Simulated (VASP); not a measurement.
Input of a VASP 6.6.1 run:

File INCAR:

```
SYSTEM = TiC
  PREC = Accurate
  ENCUT = 520
  EDIFF = 1E-6
  ISMEAR = 0
  SIGMA = 0.15
  LREAL = .FALSE.
  LASPH = .TRUE.
  NELM = 100
  ALGO = Normal
  ISIF = 2
  LWAVE = .FALSE.
  LCHARG = .FALSE.
  GGA = PE
  NBANDS = 24
```

File KPOINTS:

```
Automatic mesh
0
G
  20 20 14
  0 0 0
```

Contents of POSCAR:

```
TiC
1.0
    0.0000000000     -2.1664615256     -2.1664615256
    0.0000000000      2.1664615256     -2.1664615256
    4.3329230512      0.0000000000      0.0000000000
Ti C
2 2
Direct
    0.4307626753      0.5692373247      0.5000000000
    1.0692373247      0.9307626753      0.0000000000
    0.5115015804      0.4884984196      0.0000000000
   -0.0115015804      0.0115015804      0.5000000000
```

Potentials or basis: VASP PAW PBE potentials, release 64 (Ti_sv, C).

Run with:

```sh
$ cat potpaw_PBE.64/Ti_sv/POTCAR potpaw_PBE.64/C/POTCAR > POTCAR
$ mpirun -np 1 vasp_std > vasp.out
```

Task: What does it give for the largest force?

Result: 5.073 eV/Å.

Task: What does it give for the pressure?

Result: 13.1 GPa.

Task: What does it give for the band gap on the k mesh?

Result: Zero (bands 16 and 17 overlap by 0.92 eV).

Forces in eV/Å, atoms in the order of the input:
```
Ti   0.000 -5.073  0.000
Ti   0.000  5.073  0.000
C    0.000 -1.004  0.000
C    0.000  1.004  0.000
```

Caveat: the cell differs from its parent crystal (atoms displaced along a vibrational mode); the stress differs along the axes, from -4 to 24 GPa; forces of over 1 eV/Å act on the atoms, so gaps and moduli don't describe the material at rest.
